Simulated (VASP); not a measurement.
A run of VASP 6.6.1:

Contents of INCAR:

```
SYSTEM = Ru
PREC     = Accurate       ! precision mode
ENCUT    = 560            ! plane-wave cutoff, eV
EDIFF    = 1E-7           ! SCF threshold, eV
ISMEAR   = -1             ! smearing method
SIGMA    = 0.05           ! smearing width, eV
LREAL    = .False.        ! projectors in reciprocal space
LASPH    = .True.         ! aspherical terms in the spheres
NELM     = 120            ! most SCF steps
ALGO     = Normal         ! electronic algorithm
ISIF     = 3              ! what is computed and relaxed
LWAVE    = .False.        ! write WAVECAR
LCHARG   = .False.        ! write CHGCAR
GGA      = B5             ! functional
ALDAX    = 1.0          
AGGAX    = 1.0          
AGGAC    = 1.0          
ALDAC    = 0.0          
IBRION   = 2              ! ionic algorithm
NSW      = 60             ! ionic steps
EDIFFG   = -0.01          ! ionic threshold
GGA_COMPAT= .False.      
NELMIN   = 4
```

Contents of KPOINTS:

```
Automatic mesh
0
Gamma
  11 11 6
  0 0 0
```

The input POSCAR:

```
Ru
1.0
    2.7058000000      0.0000000000      0.0000000000
   -1.3529000000      2.3432915376      0.0000000000
    0.0000000000      0.0000000000      4.2819000000
Ru
2
Direct
    0.6666666667      0.3333333333      0.7500000000
    0.3333333333      0.6666666667      0.2500000000
```

Potentials or basis: VASP PAW PBE potentials, release 64 (Ru_sv).

Launch:

```console
$ cat potpaw_PBE.64/Ru_sv/POTCAR > POTCAR
$ mpirun -np 1 vasp_std > vasp.out
```

Hardware: 1 thread of AMD EPYC 7R43 64-Core Processor (Zen 3) (shared host).

Task: How long does it take, and how much memory?

Result: It took 6.3 min on 1 thread of AMD EPYC 7R43 64-Core Processor (Zen 3), on a shared host, peak memory 0.13 GiB. Counts: scf iterations 74, k points 64, ion steps 9.
